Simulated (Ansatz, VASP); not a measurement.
# PbO in VASP and in Ansatz

```
Pb O
1.0
     3.49365    0.00000    0.00000
    -1.74683    3.02559    0.00000
     0.00000    0.00000    6.33803
Pb O
2 2
Direct
  0.00000 0.00000 0.00000
  0.00000 0.00000 0.50000
  0.33333 0.66667 0.25000
  0.66667 0.33333 0.75000
```

Alike in both runs: task single point; functional r2SCAN; k mesh 9 × 9 × 4; occupations fermi-dirac, width 0.02 eV; no spin polarisation.

|  | VASP | Ansatz |
| --- | --- | --- |
| version | VASP 6.6.1 | Ansatz 0.2.0 |
| potentials or method | VASP PAW PBE potentials, release 64 (Pb_d, O) | plane waves, PAW |
| plane-wave cutoff (eV) | 520 | 500 |
| valence electrons in the cell | 40 | 40 |

Ansatz gave:

| Quantity | Value |
| --- | --- |
| pressure (GPa) | 7.0 |
| traceless stress, the component that is largest in VASP (GPa) | 1.29 |

Task: Which values does VASP return?

Result: Pressure (GPa): 7.2; traceless stress, the component that is largest in VASP (GPa): 1.34.

VASP's potentials were made for PBE, not for r2SCAN. With one functional, cell and mesh, what is left measures potentials, basis and numerics.

Spin-orbit coupling is off throughout.
